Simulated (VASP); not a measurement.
A run of VASP 6.6.1:

File INCAR:

```
ALGO     = Normal         # electronic algorithm
EDIFF    = 1E-7           # SCF threshold, eV
EDIFFG   = -0.04          # ionic threshold
ENCUT    = 910            # plane-wave cutoff, eV
GGA      = PE             # functional
GGA_COMPAT= F            
IBRION   = 2              # ionic algorithm
ISIF     = 3              # what is computed and relaxed
ISMEAR   = 0              # smearing method
LASPH    = T              # aspherical terms in the spheres
LCHARG   = F              # write CHGCAR
LREAL    = F              # projectors in reciprocal space
LWAVE    = F              # write WAVECAR
NELM     = 120            # most SCF steps
NELMIN   = 4            
NSW      = 90             # ionic steps
PREC     = Accurate       # precision mode
SIGMA    = 0.1            # smearing width, eV
```

The input KPOINTS:

```
k-points
0
Gamma
  6 6 4
```

The input POSCAR:

```
SiC2
1.0
    2.6798104000      0.0000000000      0.0000000000
   -1.3399052000      2.3207838900      0.0000000000
    0.0000000000      0.0000000000      6.5641681000
Si C
1 2
Direct
    0.0000000000      0.0000000000      0.0000000000
    0.3333333300      0.6666666700      0.6666666700
    0.6666666700      0.3333333300      0.3333333300
```

Potentials or basis: VASP PAW PBE potentials, release 64 (Si, C_h).

Run with:

```sh
$ cat potpaw_PBE.64/Si/POTCAR potpaw_PBE.64/C_h/POTCAR > POTCAR
$ mpirun -np 1 vasp_std > vasp.out
```

Hardware: 1 thread of Intel(R) Xeon(R) Platinum 8259CL CPU @ 2.50GHz (Skylake/Cascade Lake), on a shared host.

Task: Estimate the wall time of this run.

Result: Wall time 19 min on 1 thread of Intel(R) Xeon(R) Platinum 8259CL CPU @ 2.50GHz (Skylake/Cascade Lake) (shared host), peak memory 0.27 GiB. Counts: scf iterations 516, k points 24, ion steps 64.
